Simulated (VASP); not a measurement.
# SrO in VASP: a series of runs, part 3 of 4

VASP 6.6.1. Earlier steps stand in the parts before.

**4. Electric field gradients, PBE (equal xy, yz and zx shear strains of +3 %)**

Contents of INCAR:

```
  PREC = Accurate
  ENCUT = 520
  EDIFF = 1E-8
  ISMEAR = -1
  SIGMA = 0.02
  LREAL = False
  LASPH = True
  NELM = 80
  ALGO = Normal
  ISIF = 2
  LWAVE = False
  LCHARG = False
  GGA = PE
  LEFG = True
  NBANDS = 15
```

Contents of KPOINTS:

```
Automatic mesh
0
Gamma
  8 8 8
```

Contents of POSCAR:

```
SrO
1.0
    0.0770940000      2.6083470000      2.6083470000
    2.6083470000      0.0770940000      2.6083470000
    2.6083470000      2.6083470000      0.0770940000
Sr O
1 1
Direct
    0.0000000000      0.0000000000      0.0000000000
    0.5000000000      0.5000000000      0.5000000000
```

Potentials or basis: VASP PAW PBE potentials, release 64 (Sr_sv, O).

Command:

```console
> cat potpaw_PBE.64/Sr_sv/POTCAR potpaw_PBE.64/O/POTCAR > POTCAR
> mpirun -np 1 vasp_std > vasp.out
```

OUTCAR:

```text
PREC = Accurate
   ENCUT = 520
   EDIFF = 1E-8
   ISMEAR = -1
   LREAL = False
   LASPH = True
   NELM = 80
   ISIF = 2
   GGA = PE

 ion  position               nearest neighbor table
   1  0.000  0.000  0.000-   2 2.57   2 2.57   2 2.57   2 2.57   2 2.57   2 2.57
   2  0.500  0.500  0.500-   1 2.57   1 2.57   1 2.57   1 2.57   1 2.57   1 2.57

  LATTYP: Found a trigonal (rhomboedric) cell.
 ALAT       =     3.6895652359
 COS(alpha) =     0.5293254421

  Lattice vectors:

 A1 = (   0.0770940000,   2.6083470000,   2.6083470000)
 A2 = (   2.6083470000,   0.0770940000,   2.6083470000)
 A3 = (   2.6083470000,   2.6083470000,   0.0770940000)

Analysis of symmetry for initial positions (statically):
=====================================================================
 Subroutine PRICEL returns:
 Original cell was already a primitive cell.

 Routine SETGRP: Setting up the symmetry group for a
 trigonal (rhombohedral) supercell.

 Subroutine GETGRP returns: Found 12 space group operations
 (whereof 12 operations were pure point group operations)
 out of a pool of 12 trial point group operations.

The static configuration has the point symmetry D_3d.

Analysis of symmetry for dynamics (positions and initial velocities):
=====================================================================
 Subroutine PRICEL returns:
 Original cell was already a primitive cell.

 Routine SETGRP: Setting up the symmetry group for a
 trigonal (rhombohedral) supercell.

 Subroutine GETGRP returns: Found 12 space group operations
 (whereof 12 operations were pure point group operations)
 out of a pool of 12 trial point group operations.

The dynamic configuration has the point symmetry D_3d.

 Subroutine INISYM returns: Found 12 space group operations
 (whereof 12 operations are pure point group operations),
 and found     1 'primitive' translations

----------------------------------------------------------------------------------------

                                     Primitive cell

  volume of cell :      33.9186

  direct lattice vectors                    reciprocal lattice vectors
     0.077094000  2.608347000  2.608347000    -0.200407290  0.194653970  0.194653970
     2.608347000  0.077094000  2.608347000     0.194653970 -0.200407290  0.194653970
     2.608347000  2.608347000  0.077094000     0.194653970  0.194653970 -0.200407290

  length of vectors
     3.689565236  3.689565236  3.689565236     0.340504652  0.340504652  0.340504652

  position of ions in fractional coordinates (direct lattice)
     0.000000000  0.000000000  0.000000000
     0.500000000  0.500000000  0.500000000

  ion indices of the primitive-cell ions
   primitive index   ion index
                 1           1
                 2           2

----------------------------------------------------------------------------------------

 KPOINTS: Automatic mesh

Automatic generation of k-mesh.
 Grid dimensions read from file:
 generate k-points for:    8    8    8

[... 75 lines left out ...]
   NUPDOWN=      -1.0000    fix difference up-down
   EMIN   =  10.00;   EMAX   =-10.00  energy-range for DOS
   EFERMI =   0.00;   METHOD = LEGACY
   ISMEAR =    -1;   SIGMA  =   0.02  broadening in eV -4-tet -1-fermi 0-gaus
   EFERMI_NEDOS =   21; number of points for ismear=-14 and -15
   IALGO  =     38    algorithm
   IMIX   =      4    mixing-type and parameters
     AMIX     =   0.40;   BMIX     =  1.00
     AMIX_MAG =   1.60;   BMIX_MAG =  1.00
  volume/ion in A,a.u.               =      16.96       114.45
  Fermi-wavevector in a.u.,A,eV,Ry     =   1.274390  2.408247 22.096804  1.624069
  Thomas-Fermi vector in A             =   2.407160
   LORBIT       =      0    0 simple, 1 ext, 2 COOP (PROOUT), +10 PAW based schemes
   GGA     = PE    functional components
   LHFCALC =     F    Hartree Fock is set to
   AEXX    =    0.0000 exact exchange contribution
   IVDW    =     0    specifies the selected vdW correction
   LEPSILON=     F    determine dielectric tensor
   LRPA    =     F    only Hartree local field effects (RPA)
 non-spin polarized calculation
  energy-cutoff  :      520.00
  volume of cell :       33.92
 maximum number of plane-waves:       936
   NGX = 13   NGY = 13   NGZ = 13

 number of electron      15.9999996 magnetization

 Free energy of the ion-electron system (eV)
  ---------------------------------------------------
  ext. energy  EPLUGINS =         0.00000000
  ---------------------------------------------------
  free energy    TOTEN  =       -12.02367645 eV

  energy without entropy =      -12.02367645  energy(sigma->0) =      -12.02367645

 E-fermi :   2.0931     XC(G=0): -10.0376

 val. band max:        1.7178688883   @ k =   0.0000   0.0000   0.0000
 cond. band min:       4.9316064560   @ k =   0.5000   0.5000  -0.0000
 fundamental gap:      3.2137375677
 Fermi energy:         2.0930872563

 k-point     1 :       0.0000    0.0000    0.0000
  band No.  band energies     occupation
      1     -30.7222      2.00000
      2     -13.4137      2.00000
      3     -12.3724      2.00000
      4     -12.3459      2.00000
      5     -12.3459      2.00000
      6       1.6165      2.00000
      7       1.7179      2.00000
      8       1.7179      2.00000
      9       5.6493      0.00000
     10       7.5619      0.00000
     11       8.0496      0.00000
     12       8.0496      0.00000
     13      10.0837      0.00000
     14      10.0837      0.00000
[... 401 lines left out ...]
      2     -14.5038      2.00000
      3     -12.5804      2.00000
      4     -12.3948      2.00000
      5     -11.4349      2.00000
      6       0.1056      2.00000
      7       0.8335      2.00000
      8       1.1393      2.00000
      9       7.6690      0.00000
     10       8.2722      0.00000
     11       9.4252      0.00000
     12       9.8160      0.00000
     13      12.0055      0.00000
     14      12.3324      0.00000
     15      17.6486      0.00000

 [... further k-points ...]
[... 5 lines left out ...]
  --------------------------------------------------------------------------------------
  -------------------------------------------------------------------------------------
  Total        0.7382744      0.7382744      0.7382744     -0.3711940     -0.3711940     -0.3711940
  in kB       34.8731144     34.8731144     34.8731144    -17.5337099    -17.5337099    -17.5337099
  external PRESSURE =      34.8731144 kB  Pullay stress =       0.0000000 kB

 VOLUME and BASIS-vectors are now :
 -----------------------------------------------------------------------------
  energy-cutoff  :      520.00
  volume of cell :       33.92
      direct lattice vectors                 reciprocal lattice vectors
     0.077094000  2.608347000  2.608347000    -0.200407290  0.194653970  0.194653970
     2.608347000  0.077094000  2.608347000     0.194653970 -0.200407290  0.194653970
     2.608347000  2.608347000  0.077094000     0.194653970  0.194653970 -0.200407290

 POSITION                                       TOTAL-FORCE (eV/Angst)
 -----------------------------------------------------------------------------------
      0.00000      0.00000      0.00000        -0.000000      0.000000      0.000000
      2.64689      2.64689      2.64689         0.000000     -0.000000     -0.000000
 -----------------------------------------------------------------------------------
    total drift:                                0.000000      0.000000      0.000000

  FREE ENERGIE OF THE ION-ELECTRON SYSTEM (eV)
  ---------------------------------------------------
  free  energy   TOTEN  =       -12.0236764476 eV

  energy  without entropy=      -12.0236764476  energy(sigma->0) =      -12.02367645

 Electric field gradients (V/A^2)
---------------------------------------------------------------------
 ion       V_xx      V_yy      V_zz      V_xy      V_xz      V_yz
---------------------------------------------------------------------
   1       0.000    -0.000     0.000   -11.620   -11.620   -11.620
   2      -0.000     0.000    -0.000     1.697     1.697     1.697
---------------------------------------------------------------------

 Electric field gradients after diagonalization (V/A^2)
 (convention: |V_zz| > |V_xx| > |V_yy|)
----------------------------------------------------------------------
 ion       V_xx      V_yy      V_zz     asymmetry (V_yy - V_xx)/ V_zz
----------------------------------------------------------------------
   1      11.620    11.620   -23.240       0.000
   2      -1.697    -1.697     3.395       0.000
----------------------------------------------------------------------

           NMR quadrupolar parameters

 Cq : quadrupolar parameter    Cq=e*Q*V_zz/h
 eta: asymmetry parameters     (V_yy - V_xx)/ V_zz
 Q  : nuclear electric quadrupole moment in mb (millibarn)
----------------------------------------------------------------------
 ion       Cq(MHz)       eta       Q (mb)
----------------------------------------------------------------------
   1      -0.056       0.000       1.000
   2       0.008       0.000       1.000
----------------------------------------------------------------------
```

OSZICAR:

```text
N       E                     dE             d eps       ncg     rms          rms(c)
DAV:   1     0.683726764040E+02    0.68373E+02   -0.84600E+03  1950   0.105E+03
DAV:   2    -0.110146831670E+02   -0.79387E+02   -0.72936E+02  2744   0.220E+02
DAV:   3    -0.141743135976E+02   -0.31596E+01   -0.31450E+01  2552   0.396E+01
DAV:   4    -0.142261972004E+02   -0.51884E-01   -0.51879E-01  2393   0.490E+00
DAV:   5    -0.142274726676E+02   -0.12755E-02   -0.12755E-02  2503   0.603E-01    0.165E+01
DAV:   6    -0.121711144242E+02    0.20564E+01   -0.66492E+00  1992   0.195E+01    0.194E+01
DAV:   7    -0.120329294577E+02    0.13818E+00   -0.29154E-01  2328   0.481E+00    0.113E+01
DAV:   8    -0.120216379078E+02    0.11292E-01   -0.11894E-01  2580   0.343E+00    0.455E-01
DAV:   9    -0.120230642931E+02   -0.14264E-02   -0.57481E-03  2423   0.482E-01    0.232E-01
DAV:  10    -0.120235166237E+02   -0.45233E-03   -0.44260E-04  2132   0.197E-01    0.845E-02
DAV:  11    -0.120236579321E+02   -0.14131E-03   -0.13749E-04  2146   0.869E-02    0.271E-02
DAV:  12    -0.120236765652E+02   -0.18633E-04   -0.26414E-05  2111   0.378E-02    0.191E-02
DAV:  13    -0.120236765623E+02    0.29138E-08   -0.12922E-06  2230   0.999E-03    0.325E-03
DAV:  14    -0.120236764447E+02    0.11763E-06   -0.13821E-07  2552   0.280E-03    0.219E-03
DAV:  15    -0.120236764476E+02   -0.29081E-08   -0.55741E-09  1766   0.734E-04
   1 F= -.12023676E+02 E0= -.12023676E+02  d E =-.255080E-10
```

stdout:

```text
POSCAR found type information on POSCAR SrO
 POSCAR found :  2 types and       2 ions
 scaLAPACK will be used
 LDA part: xc-table for (Slater+PW92), standard interpolation
 POSCAR, INCAR and KPOINTS ok, starting setup
 FFT: planning ... GRIDC
 FFT: planning ... GRID_SOFT
 FFT: planning ... GRID
 WAVECAR not read
 entering main loop
ion   1

ion   2
```

Run time: 17 s. Hardware: 1 thread of Intel Xeon 6975P-C (Granite Rapids), shared host; peak memory 0.18 GiB.

Results:

```
Free energy            : -12.0237 eV
Pressure               : 3.5 GPa
Band gap on the k mesh : 3.21 eV, indirect (least direct gap 3.30 eV)
```

Electric field gradients, principal values (V/Å²):
```
atom   least  middle  greatest (by size)
1 Sr  11.620  11.620             -23.240
 2 O  -1.697  -1.697               3.395
```

Caveat: the cell differs from its parent crystal (equal xy, yz and zx shear strains of +3 %); without QUAD_EFG the Cq values of the log hold for a quadrupole moment of 1 mb, not for the nuclei.

[end of part 3 of 4]
